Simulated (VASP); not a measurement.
A run of VASP 6.6.1:

INCAR

```
ALGO = Normal
EDIFF = 1E-6
ENCUT = 520
GGA = PE
ISIF = 2
ISMEAR = -1
LASPH = T
LCHARG = F
LREAL = F
LWAVE = F
NBANDS = 18
NELM = 100
PREC = Accurate
SIGMA = 0.13605693000000002
```

KPOINTS

```
k-points
0
Gamma
  12 12 12
```

The input POSCAR:

```
Lu
1.0
    0.0000000000      2.4431992434      2.4431992434
    2.4431992434      0.0000000000      2.4431992434
    2.4431992434      2.4431992434      0.0000000000
Lu
1
Direct
    0.0000000000      0.0000000000      0.0000000000
```

Potentials or basis: VASP PAW PBE potentials, release 64 (Lu).

Run with:

```bash
$ cat potpaw_PBE.64/Lu/POTCAR > POTCAR
$ mpirun -np 1 vasp_std > vasp.out
```

Hardware: 1 thread of Intel(R) Xeon(R) 6975P-C (Granite Rapids), with other jobs on the host.

Q: Estimate the wall time of this run.

A: It took 17 s on 1 thread of Intel(R) Xeon(R) 6975P-C (Granite Rapids) (shared host), peak memory 0.19 GiB. Counts: scf iterations 11, k points 72.
